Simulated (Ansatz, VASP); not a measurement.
# Two plane-wave programs on WC

File INCAR:

```
PREC = Accurate ; ENCUT = 520
EDIFF = 1E-8 ; ISMEAR = -1
SIGMA = 0.05 ; LREAL = F
LASPH = T ; NELM = 80
ALGO = Normal ; ISIF = 2
LWAVE = F ; LCHARG = F
GGA = PE ; LEFG = T
NBANDS = 16
```

KPOINTS

```
regular mesh
0
Gamma
  14 14 13
```

POSCAR

```
WC
1.0
    2.9573884556      0.0000000000      0.0000000000
   -1.4786942278      2.5611735314      0.0000000000
    0.0000000000      0.0000000000      2.8844846746
W C
1 1
Direct
    0.0000000000      0.0000000000      0.0000000000
    0.6666666667      0.3333333333      0.5000000000
```

Input for Ansatz:

```yaml
crystal:
  lattice:
    - [2.9573884556, 0.0, 0.0]
    - [-1.4786942278, 2.5611735314, 0.0]
    - [0.0, 0.0, 2.8844846746]
  atoms:
    - { symbol: W, position: [0.0, 0.0, 0.0] }
    - { symbol: C, position: [0.6666666667, 0.3333333333, 0.5] }
kpoints:
  mp_grid: { grid: [14, 14, 13] }
scf:
  occupations: { method: fermi_dirac, width: 0.05 }
hamiltonian:
  xc: pbe
  pseudopotentials: { kind: paw }
output:
  forces: true
  stress: true
  eigenvalues: true
  efg: { contact_densities: true }
```

Change from the starting cell: volume scaled by 1.06, PAW files.

Alike in both runs: task electric field gradients; functional PBE; k mesh 14 × 14 × 13; occupations fermi-dirac, width 0.05 eV; no spin polarisation.

```csv
,VASP,Ansatz
version,VASP 6.6.1,Ansatz 0.2.0
potentials or method,"VASP PAW PBE potentials, release 64 (W_sv, C)","PAW with Ansatz's default frozen-core files, scalar-relativistic"
plane-wave cutoff (eV),520,420
valence electrons in the cell,18,18
```

VASP gave:

* pressure (GPa): -12.4
* traceless stress, the component that is largest in VASP (GPa): -1.56
* size of Vzz on the site where it differs most (V/Å²): 119.6

Task: Estimate Ansatz's values.

Result: Pressure (GPa): -13.3; traceless stress, the component that is largest in VASP (GPa): -1.75; size of Vzz on the site where it differs most (V/Å²): 114.7.

Neither program's run includes spin-orbit coupling.
